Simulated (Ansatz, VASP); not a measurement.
# Two plane-wave programs on FePt

```
CELL_PARAMETERS angstrom
2.73070 0.00000 0.00000
0.00000 2.73070 0.00000
0.00000 0.00000 3.71229
ATOMIC_POSITIONS crystal
Fe 0.50000 0.50000 0.50000
Pt 0.00000 0.00000 0.00000
```

Alike in both runs: task relaxation of cell and atoms; functional PBE; k mesh 8 × 8 × 6; occupations gaussian, width 0.05 eV; collinear spin.

|  | VASP | Ansatz |
| --- | --- | --- |
| version | VASP 6.6.1 | Ansatz 0.2.0 |
| potentials or method | VASP PAW PBE potentials, release 64 (Fe, Pt), cutoff 600 eV | scalar-relativistic, plane waves, PAW |
| valence electrons in the cell | 18 | 34 |

VASP gave:

| Quantity | Value |
| --- | --- |
| gap on the k mesh at the Fermi level, each at its own relaxed structure (eV) | none |
| net moment per atom (μB) | 1.67 |
| size of the moment on the site where the two differ most (μB) | 0.35 |
| relaxed volume (Å³/atom) | 14.01 |
| relaxed length of the cell vector where the two differ most in proportion (Å) | 2.731 |

Problem. Estimate Ansatz's values.

Solution. gap on the k mesh at the Fermi level, each at its own relaxed structure (eV): none; net moment per atom (μB): 1.67; size of the moment on the site where the two differ most (μB): 0.40; relaxed volume (Å³/atom): 14.04; relaxed length of the cell vector where the two differ most in proportion (Å): 2.734.

Site moments also hang on the region over which each program counts them. A gap of «none» marks a metal or a gap that the smearing closes. VASP's potentials hold 18 valence electrons a cell and Ansatz's 34, so a difference there can come from the potentials and not from the codes.

Spin-orbit coupling is off throughout.
